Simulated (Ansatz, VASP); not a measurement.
## One calculation of NaF, two programs

```
CELL_PARAMETERS angstrom
0.00000 2.29717 2.29717
2.29717 0.00000 2.29717
2.29717 2.29717 0.00000
ATOMIC_POSITIONS crystal
Na 0.00000 0.00000 0.00000
F 0.50000 0.50000 0.50000
```

Alike in both runs: task single point; functional PBE; k mesh 6 × 6 × 6; no spin polarisation.

|  | VASP | Ansatz |
| --- | --- | --- |
| version | VASP 6.6.1 | Ansatz 0.2.0 |
| potentials or method | VASP PAW PBE potentials, release 64 (Na_pv, F) | plane waves, PAW |
| plane-wave cutoff (eV) | 520 | 420 |
| occupations | gaussian, width 0.01 eV | fixed |
| valence electrons in the cell | 14 | 16 |

Ansatz gave:

| Property | Result |
| --- | --- |
| gap on the k mesh at the Fermi level (eV) | 6.46 |

Q: Estimate VASP's values.

A: gap on the k mesh at the Fermi level (eV): 6.44.

VASP's potentials hold 14 valence electrons a cell and Ansatz's 16, so a difference there can come from the potentials and not from the codes.
